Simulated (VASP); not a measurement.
# Hg (R-3m) in VASP: single point with PBE

Aim: the single point of Hg with PBE.

Everything below comes from runs of VASP 6.6.1. Logs are shortened: lines on timing, memory, paths and dates and some standing lists are left out, and cuts for length are marked.

## (1) The cell of the first run

It takes space group R-3m (No. 166, trigonal). The conventional cell has a = 3.322 Å, b = 3.322 Å, c = 6.166 Å, α = 90.00°, β = 90.00°, γ = 120.00°. Hg (site symmetry -3m) has 12 Hg at 2.81 to 3.32 Å within 3.7 Å.

## (2) Single point, PBE (strain -0.040 along x and y, -0.080 along z)

The input, INCAR:

```
ALGO = Normal
EDIFF = 1E-6
ENCUT = 520
GGA = PE
ISIF = 2
ISMEAR = 0
LASPH = T
LCHARG = T
LELF = T
LREAL = F
LVHAR = T
LWAVE = F
NBANDS = 12
NELM = 80
PREC = Accurate
SIGMA = 0.15
```

The input, KPOINTS:

```
k-points
0
Gamma
  18 18 18
```

The input, POSCAR:

```
Hg
1.0
    1.6608004371      0.9588635794      2.0552800000
   -1.6608004371      0.9588635794      2.0552800000
    0.0000000000     -1.9177271588      2.0552800000
Hg
1
Direct
    0.0000000000      0.0000000000      0.0000000000
```

Potentials or basis: VASP PAW PBE potentials, release 64 (Hg).

Launch:

```bash
$ cat potpaw_PBE.64/Hg/POTCAR > POTCAR
$ mpirun -np 1 vasp_std > vasp.out
```

OUTCAR:

```text
EDIFF = 1E-6
   ENCUT = 520
   GGA = PE
   ISIF = 2
   ISMEAR = 0
   LASPH = T
   LREAL = F
   NELM = 80
   PREC = Accurate

 ion  position               nearest neighbor table
   1  0.000  0.000  0.000-

  LATTYP: Found a trigonal (rhomboedric) cell.
 ALAT       =     2.8110235385
 COS(alpha) =     0.3018705928

  Lattice vectors:

 A1 = (   1.6608004371,   0.9588635794,   2.0552800000)
 A2 = (  -1.6608004371,   0.9588635794,   2.0552800000)
 A3 = (   0.0000000000,  -1.9177271588,   2.0552800000)

Analysis of symmetry for initial positions (statically):
=====================================================================
 Subroutine PRICEL returns:
 Original cell was already a primitive cell.

 Routine SETGRP: Setting up the symmetry group for a
 trigonal (rhombohedral) supercell.

 Subroutine GETGRP returns: Found 12 space group operations
 (whereof 12 operations were pure point group operations)
 out of a pool of 12 trial point group operations.

The static configuration has the point symmetry D_3d.

Analysis of symmetry for dynamics (positions and initial velocities):
=====================================================================
 Subroutine PRICEL returns:
 Original cell was already a primitive cell.

 Routine SETGRP: Setting up the symmetry group for a
 trigonal (rhombohedral) supercell.

 Subroutine GETGRP returns: Found 12 space group operations
 (whereof 12 operations were pure point group operations)
 out of a pool of 12 trial point group operations.

The dynamic configuration has the point symmetry D_3d.

 Subroutine INISYM returns: Found 12 space group operations
 (whereof 12 operations are pure point group operations),
 and found     1 'primitive' translations

----------------------------------------------------------------------------------------

                                     Primitive cell

  volume of cell :      19.6380

  direct lattice vectors                    reciprocal lattice vectors
     1.660800437  0.958863579  2.055280000     0.301059651  0.173816871  0.162183904
    -1.660800437  0.958863579  2.055280000    -0.301059651  0.173816871  0.162183904
     0.000000000 -1.917727159  2.055280000     0.000000000 -0.347633741  0.162183904

  length of vectors
     2.811023539  2.811023539  2.811023538     0.383605053  0.383605053  0.383605053

  position of ions in fractional coordinates (direct lattice)
     0.000000000  0.000000000  0.000000000

  ion indices of the primitive-cell ions
   primitive index   ion index
                 1           1

----------------------------------------------------------------------------------------

 KPOINTS: k-points

Automatic generation of k-mesh.
 Grid dimensions read from file:
 generate k-points for:   18   18   18

 Generating k-lattice:

  Cartesian coordinates                     Fractional coordinates (reciprocal lattice)
     0.016725536  0.009656493  0.009010217     0.055555556  0.000000000  0.000000000
    -0.016725536  0.009656493  0.009010217     0.000000000  0.055555556  0.000000000
     0.000000000 -0.019312986  0.009010217     0.000000000  0.000000000  0.055555556

  Length of vectors
     0.021311392  0.021311392  0.021311392

  Shift w.r.t. Gamma in fractional coordinates (k-lattice)
     0.000000000  0.000000000  0.000000000

 Subroutine IBZKPT returns following result:
 ===========================================

 Found    580 irreducible k-points:

 Following reciprocal coordinates:
            Coordinates               Weight
  0.000000  0.000000  0.000000      1.000000
  0.055556  0.000000  0.000000      6.000000
  0.111111  0.000000  0.000000      6.000000
  0.166667  0.000000  0.000000      6.000000
  0.222222  0.000000  0.000000      6.000000
  0.277778  0.000000 -0.000000      6.000000
[... 16 lines left out ...]
 -0.277778  0.055556  0.000000     12.000000
 -0.222222  0.055556 -0.000000     12.000000
 [... further k-points ...]
   k-points           NKPTS =    580   k-points in BZ     NKDIM =    580   number of bands    NBANDS=     12
   number of dos      NEDOS =    301   number of ions     NIONS =      1
   total plane-waves  NPLWV =  13824
   dimension x,y,z NGX =    24 NGY =   24 NGZ =   24
   dimension x,y,z NGXF=    48 NGYF=   48 NGZF=   48
   ions per type =               1
   NGX,Y,Z   is equivalent  to a cutoff of  14.19, 14.19, 14.19 a.u.
   NGXF,Y,Z  is equivalent  to a cutoff of  28.39, 28.39, 28.39 a.u.
 SYSTEM =  unknown system
   PREC   = accura    normal or accurate (medium, high low for compatibility)
   ISTART =      0    job   : 0-new  1-cont  2-samecut
   ICHARG =      2    charge: 1-file 2-atom 10-const
   ISPIN  =      1    spin polarized calculation?
   LNONCOLLINEAR =      F non collinear calculations
   LSORBIT =      F    spin-orbit coupling
   LASPH  =      T    aspherical Exc in radial PAW
   ENCUT  =  520.0 eV  38.22 Ry    6.18 a.u.   5.23  5.23  5.23*2*pi/ulx,y,z
   NELM   =     80;   NELMIN=  2; NELMDL= -5     # of ELM steps
   EDIFF  = 0.1E-05   stopping-criterion for ELM
   LREAL  =      F    real-space projection
   EDIFFG = 0.1E-04   stopping-criterion for IOM
   NSW    =      0    number of steps for IOM
   IBRION =     -1    ionic relax: 0-MD 1-quasi-New 2-CG
   NFREE  =      0    steps in history (QN), initial steepest desc. (CG)
   ISIF   =      2    stress and relaxation
   ISYM   =      2    0-nonsym 1-usesym 2-fastsym
   POTIM  = 0.5000    time-step for ionic-motion
   TEBEG  =    0.0;   TEEND  =   0.0 temperature during run
   PSTRESS=    0.0 pullay stress
   NELECT =      12.0000    total number of electrons
   NUPDOWN=      -1.0000    fix difference up-down
   EMIN   =  10.00;   EMAX   =-10.00  energy-range for DOS
   EFERMI =   0.00;   METHOD = LEGACY
   ISMEAR =     0;   SIGMA  =   0.15  broadening in eV -4-tet -1-fermi 0-gaus
   EFERMI_NEDOS =   21; number of points for ismear=-14 and -15
   IALGO  =     38    algorithm
   IMIX   =      4    mixing-type and parameters
     AMIX     =   0.40;   BMIX     =  1.00
     AMIX_MAG =   1.60;   BMIX_MAG =  1.00
  volume/ion in A,a.u.               =      19.64       132.52
  Fermi-wavevector in a.u.,A,eV,Ry     =   1.389216  2.625237 26.258166  1.929921
  Thomas-Fermi vector in A             =   2.513268
   LORBIT       =      0    0 simple, 1 ext, 2 COOP (PROOUT), +10 PAW based schemes
   GGA     = PE    functional components
   LHFCALC =     F    Hartree Fock is set to
   AEXX    =    0.0000 exact exchange contribution
   IVDW    =     0    specifies the selected vdW correction
   LEPSILON=     F    determine dielectric tensor
   LRPA    =     F    only Hartree local field effects (RPA)
 non-spin polarized calculation
 Gauss-broadening in eV      SIGMA  =   0.15
  energy-cutoff  :      520.00
  volume of cell :       19.64
 maximum number of plane-waves:       541
 NGX is ok and might be reduce to    24
   NGX = 11   NGY = 11   NGZ = 11

 number of electron      12.0000001 magnetization

 Free energy of the ion-electron system (eV)
  ---------------------------------------------------
  ext. energy  EPLUGINS =         0.00000000
  ---------------------------------------------------
  free energy    TOTEN  =         0.24918947 eV

  energy without entropy =        0.25255619  energy(sigma->0) =        0.25087283

 E-fermi :   4.5829     XC(G=0): -11.8670

 val. band max:        4.5740665136   @ k =  -0.4444   0.4444   0.4444
 cond. band min:       4.5846799971   @ k =  -0.1111  -0.4444   0.0556
 fundamental gap:      0.0106134834
 Fermi energy:         4.5828808974

 k-point     1 :       0.0000    0.0000    0.0000
  band No.  band energies     occupation
      1      -6.3829      2.00000
      2      -4.3576      2.00000
      3      -4.3576      2.00000
      4      -2.2403      2.00000
      5      -2.0715      2.00000
      6      -2.0715      2.00000
      7      16.9727      0.00000
      8      18.0501      0.00000
      9      18.0501      0.00000
     10      23.1562      0.00000
     11      24.7090      0.00000
     12      24.7090      0.00000

 k-point     2 :       0.0556    0.0000    0.0000
  band No.  band energies     occupation
      1      -6.3016      2.00000
      2      -4.3508      2.00000
      3      -4.3263      2.00000
      4      -2.2437      2.00000
      5      -2.0891      2.00000
      6      -2.0770      2.00000
      7      16.7851      0.00000
      8      17.5208      0.00000
      9      18.1343      0.00000
     10      23.5548      0.00000
     11      24.5695      0.00000
     12      24.9857      0.00000

 k-point     3 :       0.1111    0.0000    0.0000
  band No.  band energies     occupation
      1      -6.0711      2.00000
      2      -4.3330      2.00000
      3      -4.2246      2.00000
      4      -2.2489      2.00000
      5      -2.1367      2.00000
      6      -2.0912      2.00000
      7      15.3437      0.00000
      8      17.4605      0.00000
      9      18.3660      0.00000
     10      23.8319      0.00000
     11      24.2079      0.00000
     12      25.9706      0.00000

 k-point     4 :       0.1667    0.0000    0.0000
  band No.  band energies     occupation
      1      -5.7410      2.00000
      2      -4.3112      2.00000
      3      -4.0192      2.00000
      4      -2.2444      2.00000
      5      -2.1999      2.00000
      6      -2.1084      2.00000
      7      13.3997      0.00000
      8      17.6947      0.00000
      9      18.6768      0.00000
     10      23.7755      0.00000
     11      23.8475      0.00000
     12      26.1882      0.00000

 k-point     5 :       0.2222    0.0000    0.0000
  band No.  band energies     occupation
      1      -5.4121      2.00000
      2      -4.2949      2.00000
      3      -3.6299      2.00000
      4      -2.2607      2.00000
      5      -2.2254      2.00000
      6      -2.1134      2.00000
      7      11.3746      0.00000
      8      17.9225      0.00000
      9      18.9436      0.00000
     10      23.4783      0.00000
     11      23.8542      0.00000
     12      25.6310      0.00000

 k-point     6 :       0.2778    0.0000   -0.0000
  band No.  band energies     occupation
      1      -5.1897      2.00000
      2      -4.2915      2.00000
      3      -2.9718      2.00000
      4      -2.3039      2.00000
      5      -2.2171      2.00000
      6      -2.0684      2.00000
      7       9.3649      0.00000
      8      18.0373      0.00000
      9      19.0279      0.00000
     10      23.5048      0.00000
     11      23.8979      0.00000
     12      25.1896      0.00000

 k-point     7 :       0.3333   -0.0000    0.0000
  band No.  band energies     occupation
      1      -5.0852      2.00000
      2      -4.3024      2.00000
      3      -2.3236      2.00000
      4      -2.2294      2.00000
      5      -2.1143      2.00000
      6      -1.8990      2.00000
      7       7.4146      0.00000
      8      18.0083      0.00000
      9      18.9050      0.00000
     10      23.8867      0.00000
     11      23.9235      0.00000
     12      24.7990      0.00000

 k-point     8 :       0.3889    0.0000    0.0000
  band No.  band energies     occupation
      1      -5.0506      2.00000
      2      -4.3214      2.00000
      3      -2.3248      2.00000
      4      -2.2450      2.00000
      5      -1.9037      2.00000
      6      -0.8517      2.00000
      7       5.5540      0.00000
      8      17.8894      0.00000
      9      18.6911      0.00000
     10      23.9080      0.00000
     11      24.3901      0.00000
     12      24.4638      0.00000
[... 166 lines left out ...]
 k-point    20 :      -0.4444    0.0556   -0.0000
  band No.  band energies     occupation
      1      -4.9912      2.00000
      2      -4.3184      2.00000
      3      -2.3653      2.00000
      4      -2.2713      2.00000
      5      -1.8353      2.00000
      6       0.8187      2.00000
      7       3.5707      2.00000
      8      17.1699      0.00000
      9      18.2924      0.00000
     10      23.6603      0.00000
     11      24.4316      0.00000
     12      25.4464      0.00000

 k-point    21 :      -0.3889    0.0556   -0.0000
  band No.  band energies     occupation
      1      -4.9957      2.00000
      2      -4.3044      2.00000
      3      -2.3605      2.00000
      4      -2.2689      2.00000
      5      -1.8796      2.00000
      6      -0.5293      2.00000
      7       5.2455      0.00000
      8      16.9663      0.00000
      9      18.5467      0.00000
     10      23.8628      0.00000
     11      24.4436      0.00000
     12      25.2345      0.00000

 k-point    22 :      -0.3333    0.0556    0.0000
  band No.  band energies     occupation
      1      -5.0184      2.00000
      2      -4.2861      2.00000
      3      -2.4080      2.00000
      4      -2.2583      2.00000
      5      -2.0072      2.00000
      6      -1.6301      2.00000
      7       7.0595      0.00000
      8      16.8409      0.00000
      9      18.8417      0.00000
     10      23.6459      0.00000
     11      24.6366      0.00000
     12      25.4256      0.00000

 k-point    23 :      -0.2778    0.0556    0.0000
  band No.  band energies     occupation
      1      -5.0941      2.00000
      2      -4.2739      2.00000
      3      -2.9171      2.00000
      4      -2.2466      2.00000
      5      -2.2370      2.00000
      6      -1.9507      2.00000
      7       8.9695      0.00000
      8      16.7571      0.00000
      9      19.0406      0.00000
     10      23.1964      0.00000
     11      25.0591      0.00000
     12      25.7557      0.00000

 k-point    24 :      -0.2222    0.0556   -0.0000
  band No.  band energies     occupation
      1      -5.2761      2.00000
      2      -4.2751      2.00000
      3      -3.6001      2.00000
      4      -2.2548      2.00000
      5      -2.2181      2.00000
      6      -2.0218      2.00000
      7      10.9485      0.00000
      8      16.6872      0.00000
      9      18.9885      0.00000
     10      23.0379      0.00000
     11      25.2189      0.00000
     12      25.8672      0.00000

 [... further k-points ...]
[... 5 lines left out ...]
  --------------------------------------------------------------------------------------
  -------------------------------------------------------------------------------------
  Total        2.7074021      2.7074021      3.7562014     -0.0000000     -0.0000000      0.0000000
  in kB      220.8853060    220.8853060    306.4523302     -0.0000000     -0.0000000      0.0000000
  external PRESSURE =     249.4076474 kB  Pullay stress =       0.0000000 kB

 VOLUME and BASIS-vectors are now :
 -----------------------------------------------------------------------------
  energy-cutoff  :      520.00
  volume of cell :       19.64
      direct lattice vectors                 reciprocal lattice vectors
     1.660800437  0.958863579  2.055280000     0.301059651  0.173816871  0.162183904
    -1.660800437  0.958863579  2.055280000    -0.301059651  0.173816871  0.162183904
     0.000000000 -1.917727159  2.055280000     0.000000000 -0.347633741  0.162183904

 POSITION                                       TOTAL-FORCE (eV/Angst)
 -----------------------------------------------------------------------------------
      0.00000      0.00000      0.00000         0.000000      0.000000      0.000000
 -----------------------------------------------------------------------------------
    total drift:                               -0.000000     -0.000000     -0.000000

  FREE ENERGIE OF THE ION-ELECTRON SYSTEM (eV)
  ---------------------------------------------------
  free  energy   TOTEN  =         0.2491894720 eV

  energy  without entropy=        0.2525561928  energy(sigma->0) =        0.25087283
```

It took 34 s on 1 thread of Intel Xeon 6975P-C (Granite Rapids), shared host; peak memory 0.25 GiB.

Results:

| Property | Result |
| --- | --- |
| Free energy | 0.2492 eV |
| Pressure | 24.9 GPa |
| Band gap on the k mesh | zero (band 6 reaches 6.67 eV, above the bottom of band 7 at 2.64 eV) |

Caveat: the cell differs from its parent crystal (strain -0.040 along x and y, -0.080 along z); spin-orbit coupling is left out, which moves the levels of the heavy elements.
